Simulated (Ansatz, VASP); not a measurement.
# One calculation of ZnCd4S, two programs

```xyz
6
Lattice="5.9449 0.0000 0.0000 -2.9725 5.1484 0.0000 0.0000 0.0000 4.4816" Properties=species:S:1:pos:R:3 pbc="T T T"
Zn    0.0000    3.4323    0.0000
Cd    2.9725    1.7161    0.0000
Cd   -1.4409    2.6004    2.2408
Cd    1.4409    2.6004    2.2408
Cd    0.0000    5.0961    2.2408
S     0.0000    0.0000    0.0000
```

Change from the starting cell: species swapped into the SmBeCu4 type (P-6m2, No. 187).

Alike in both runs: task single point; functional PBE; k mesh 3 × 3 × 4; occupations gaussian, width 0.1 eV; no spin polarisation.

|  | VASP | Ansatz |
| --- | --- | --- |
| version | VASP 6.6.1 | Ansatz 0.2.0 |
| potentials or method | VASP PAW PBE potentials, release 64 (Zn, Cd, S), cutoff 520 eV | scalar-relativistic, plane waves, PAW |
| valence electrons in the cell | 66 | 98 |

```csv
,VASP,Ansatz,Ansatz less VASP
gap on the k mesh at the Fermi level (eV),none,none,-
pressure (GPa),2.2,1.9,-0.33
"traceless stress, the component that is largest in VASP (GPa)",0.50,0.41,-0.095
rms of the force components (eV/Å),0.089,0.087,-0.0020
```

Atom by atom the forces differ by 0.002 eV/Å (rms over components). A gap of «none» marks a metal or a gap that the smearing closes. The functional is the same, so the differences come from potentials, cutoffs and numerics. VASP's potentials hold 66 valence electrons a cell and Ansatz's 98, so a difference there can come from the potentials and not from the codes.

The k mesh is coarse, so the values compare programs but aren't converged.
